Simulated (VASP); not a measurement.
# Se (R-3m) in VASP: further runs, part 2 of 2

VASP 6.6.1.

### 4 Relaxation of cell and atoms, PBE, target pressure 66 GPa, at which the enthalpy is minimised

This run uses another cell than the first one, of 14.49 Å³/atom.

The input, INCAR:

```
  PREC = Accurate
  ENCUT = 600
  EDIFF = 1E-7
  ISMEAR = -1
  SIGMA = 0.05
  LREAL = F
  LASPH = T
  NELM = 80
  ALGO = Normal
  ISIF = 3
  LWAVE = F
  LCHARG = F
  GGA = PE
  IBRION = 2
  NSW = 60
  EDIFFG = -0.005
  PSTRESS = 660.0
```

The input, KPOINTS:

```
Automatic mesh
0
Gamma
  14 14 14
```

The input, POSCAR:

```
Se
1.0
    1.6792997680     -0.9695441731      2.9667629236
    0.0000000000      1.9390883463      2.9667629236
   -1.6792997680     -0.9695441731      2.9667629236
Se
2
Direct
    0.2320000000      0.2320000000      0.2320000000
   -0.2320000000     -0.2320000000     -0.2320000000
```

Potentials or basis: VASP PAW PBE potentials, release 64 (Se).

Run with:

```console
$ cat potpaw_PBE.64/Se/POTCAR > POTCAR
$ mpirun -np 1 vasp_std > vasp.out
```

OUTCAR:

```text
PREC = Accurate
   ENCUT = 600
   EDIFF = 1E-7
   ISMEAR = -1
   LREAL = F
   LASPH = T
   NELM = 80
   ISIF = 3
   GGA = PE
   IBRION = 2
   NSW = 60
   EDIFFG = -0.005
   PSTRESS = 660.0

 ion  position               nearest neighbor table
   1  0.232  0.232  0.232-   2 2.26   2 2.26   2 2.26   2 2.65   2 2.65   2 2.65
   2  0.768  0.768  0.768-   1 2.26   1 2.26   1 2.26   1 2.65   1 2.65   1 2.65

  LATTYP: Found a trigonal (rhomboedric) cell.
 ALAT       =     3.5442553322
 COS(alpha) =     0.5510102270

  Lattice vectors:

 A1 = (   1.6792997680,  -0.9695441731,   2.9667629236)
 A2 = (   0.0000000000,   1.9390883463,   2.9667629236)
 A3 = (  -1.6792997680,  -0.9695441731,   2.9667629236)

Analysis of symmetry for initial positions (statically):
=====================================================================
 Subroutine PRICEL returns:
 Original cell was already a primitive cell.

 Routine SETGRP: Setting up the symmetry group for a
 trigonal (rhombohedral) supercell.

 Subroutine GETGRP returns: Found 12 space group operations
 (whereof 12 operations were pure point group operations)
 out of a pool of 12 trial point group operations.

The static configuration has the point symmetry D_3d.

Analysis of symmetry for dynamics (positions and initial velocities):
=====================================================================
 Subroutine PRICEL returns:
 Original cell was already a primitive cell.

 Routine SETGRP: Setting up the symmetry group for a
 trigonal (rhombohedral) supercell.

 Subroutine GETGRP returns: Found 12 space group operations
 (whereof 12 operations were pure point group operations)
 out of a pool of 12 trial point group operations.

The dynamic configuration has the point symmetry D_3d.

 Subroutine INISYM returns: Found 12 space group operations
 (whereof 12 operations are pure point group operations),
 and found     1 'primitive' translations

[... 138 lines left out ...]
  ext. energy  EPLUGINS =         0.00000000
  ---------------------------------------------------
  free energy    TOTEN  =        -2.66983397 eV

  energy without entropy =       -2.66007162  energy(sigma->0) =       -2.66495279

------------------------ aborting loop because EDIFF is reached ----------------------------------------

  FORCE on cell =-STRESS in cart. coord.  units (eV):
  Direction    XX          YY          ZZ          XY          YZ          ZX
  --------------------------------------------------------------------------------------
  -------------------------------------------------------------------------------------
  Total       17.1503836     17.1503836     14.3316092      0.0000000      0.0000000      0.0000000
  in kB      948.1007710    948.1007711    792.2743910      0.0000000      0.0000000      0.0000000
  external PRESSURE =     236.1586444 kB  Pullay stress =     660.0000000 kB
[... 97 lines left out ...]
  energy  without entropy=       -5.1847301244  energy(sigma->0) =       -5.18811003

  enthalpy is  TOTEN    =         8.2508508589 eV   P V=       13.4423407899

 E-fermi :   9.9658     XC(G=0): -11.8753

 val. band max:        9.9443028367   @ k =  -0.2857  -0.4286   0.1429
 cond. band min:       9.9691486636   @ k =  -0.4286   0.2143   0.2143
 fundamental gap:      0.0248458269
 Fermi energy:         9.9658448034

 k-point     1 :       0.0000    0.0000    0.0000
  band No.  band energies     occupation
      1     -10.0411      2.00000
      2      -0.2111      2.00000
      3       1.6198      2.00000
      4       8.0792      2.00000
      5       8.0792      2.00000
      6      12.4745      0.00000
      7      12.4745      0.00000
      8      13.6403      0.00000
      9      15.6704      0.00000
     10      17.3559      0.00000
[... 287 lines left out ...]
 k-point    24 :       0.2857    0.1429    0.0000
  band No.  band energies     occupation
      1      -8.7048      2.00000
      2      -1.7605      2.00000
      3       2.9377      2.00000
      4       5.5456      2.00000
      5       6.3810      2.00000
      6       8.1028      2.00000
      7      10.7467      0.00000
      8      13.2802      0.00000
      9      15.4971      0.00000
     10      17.7134      0.00000

 [... further k-points ...]

[... ionic steps 4 to 39 ...]

--------------------------------------- Ionic step       40  -------------------------------------------

 number of electron      11.9999999 magnetization

------------------------ aborting loop because EDIFF is reached ----------------------------------------
[... 71 lines left out ...]
--------------------------------------- Ionic step       42  -------------------------------------------

 number of electron      12.0000000 magnetization

 Free energy of the ion-electron system (eV)
  ---------------------------------------------------
  ext. energy  EPLUGINS =         0.00000000
  ---------------------------------------------------
  free energy    TOTEN  =        -4.16863967 eV

  energy without entropy =       -4.16225793  energy(sigma->0) =       -4.16544880

 E-fermi :  10.7122     XC(G=0): -12.2107

 val. band max:       10.7025558381   @ k =  -0.0714   0.5000   0.0714
 cond. band min:      10.7309908013   @ k =  -0.3571   0.0714   0.0714
 fundamental gap:      0.0284349632
 Fermi energy:        10.7121852407

 k-point     1 :       0.0000    0.0000    0.0000
  band No.  band energies     occupation
      1      -9.6899      2.00000
      2       0.0976      2.00000
      3       1.5651      2.00000
      4       9.7636      2.00000
      5       9.7636      2.00000
      6      13.9646      0.00000
      7      13.9646      0.00000
      8      16.1053      0.00000
      9      16.5002      0.00000
     10      18.7144      0.00000
[... 332 lines left out ...]
  energy  without entropy=       -4.1622579310  energy(sigma->0) =       -4.16544880

  enthalpy is  TOTEN    =         7.6128910948 eV   P V=       11.7815307602

 reached required accuracy - stopping structural energy minimisation
```

OSZICAR:

```text
N       E                     dE             d eps       ncg     rms          rms(c)
DAV:   1     0.609397576616E+02    0.60940E+02   -0.65081E+03  5760   0.122E+03
DAV:   2    -0.220124112674E+00   -0.61160E+02   -0.58898E+02  8414   0.178E+02
DAV:   3    -0.270418797661E+01   -0.24841E+01   -0.24319E+01  6974   0.396E+01
[... 356 lines left out ...]
DAV:   5    -0.416862390299E+01   -0.55163E-07   -0.46735E-08  3306   0.177E-03
  41 F= 0.76128928E+01 E0= 0.76160800E+01  d E =-.175850E-03
       N       E                     dE             d eps       ncg     rms          rms(c)
DAV:   1    -0.416863948238E+01   -0.15635E-04   -0.11528E-04  6208   0.762E-02    0.826E-03
DAV:   2    -0.416863976324E+01   -0.28086E-06   -0.51475E-06  6242   0.186E-02    0.286E-03
DAV:   3    -0.416863966542E+01    0.97817E-07   -0.19564E-07  4978   0.311E-03
  42 F= 0.76128911E+01 E0= 0.76160820E+01  d E =-.177536E-03
```

Run time: 34 min. Hardware: 1 thread of AMD EPYC 9755, shared host; peak memory 0.22 GiB.

What came out:

* Free energy: -4.1686 eV
* Relaxed volume: 14.30 Å³/atom
* Relaxed cell: a = 4.075 Å, b = 4.075 Å, c = 4.075 Å, α = 43.06°, β = 43.06°, γ = 43.06°
* Space group after relaxing (to 0.1 Å): R-3m (No. 166)
* Energy change on relaxing (the run minimises the enthalpy): -749.4 meV/atom
* Ionic steps: 42
* Pressure after relaxing: 66.0 GPa
* Band gap on the k mesh: zero (bands 6 and 7 overlap by 7.04 eV)

The path:
```
step  energy change (eV)  largest force (eV/Å)  pressure (GPa)  volume (Å³)
   1              0.0000                6.0912           89.62        28.98
   3             -2.5217                1.2919           48.55        32.63
   5             -0.2963                3.3448           96.78        27.97
   7             -1.8431                0.0522           66.25        30.58
   9             -1.8643                0.1713           65.69        30.60
  11             -2.0836                1.9516           57.45        30.82
  13             -2.0618                2.6423           55.54        30.78
  15             -2.0707                2.4636           56.26        30.81
  17             -2.0769                2.4905           55.81        30.81
  19             -2.0864                2.5603           54.31        30.79
  21             -2.0573                2.4609           52.97        30.65
  23             -1.8762                1.9487           57.08        29.92
  25             -0.7116                0.4092           80.74        26.94
  27             -1.2788                0.8743           69.22        28.18
  29             -1.4924                0.4428           63.99        28.63
  31             -1.5828                0.2530           61.75        28.84
  33             -1.4735                0.1145           65.64        28.55
  35             -1.4643                0.0968           66.09        28.52
  37             -1.4538                0.0379           66.87        28.49
  39             -1.4984                0.0464           65.83        28.60
  41             -1.4988                0.0056           66.00        28.60
  42             -1.4988                0.0014           66.02        28.60
```

Final structure:
```
Se
1.0
     1.49556   -0.86346    3.69122
     0.00000    1.72692    3.69122
    -1.49556   -0.86346    3.69122
Se
2
Direct
  0.25000 0.25000 0.25000
  0.75000 0.75000 0.75000
```

Caveat: the cell is relaxed towards a set pressure, so the run minimises the enthalpy, not the energy.

### 5 Summary

```csv
task,cell,cutoff (eV),gap on the mesh (eV),pressure (GPa)
single point,"a = 4.071 Å, angles 43.1°, 2 atoms, atomic positions A",520,none,66.6
relaxation of cell and atoms,"relaxed to 66 GPa from a = 4.071 Å, angles 43.1°, 2 atoms, atomic positions A",600,none,66.0
relaxation of cell and atoms,"relaxed to 66 GPa from a = 3.544 Å, angles 56.6°, 2 atoms, atomic positions B",600,none,66.0
```

Alike in all rows: level PBE; potentials or basis VASP PAW PBE potentials, release 64 (Se); no spin polarisation; k mesh 14 × 14 × 14; smearing fermi-dirac 0.05 eV.

Caveats: the cell is relaxed towards a set pressure, so the run minimises the enthalpy, not the energy (at least some runs); the cell stands under pressure (at least some runs).

Absolute energies hang on the potentials; compare differences alone.

The gap in the log of VASP goes by the Fermi energy; the results here count the filled bands.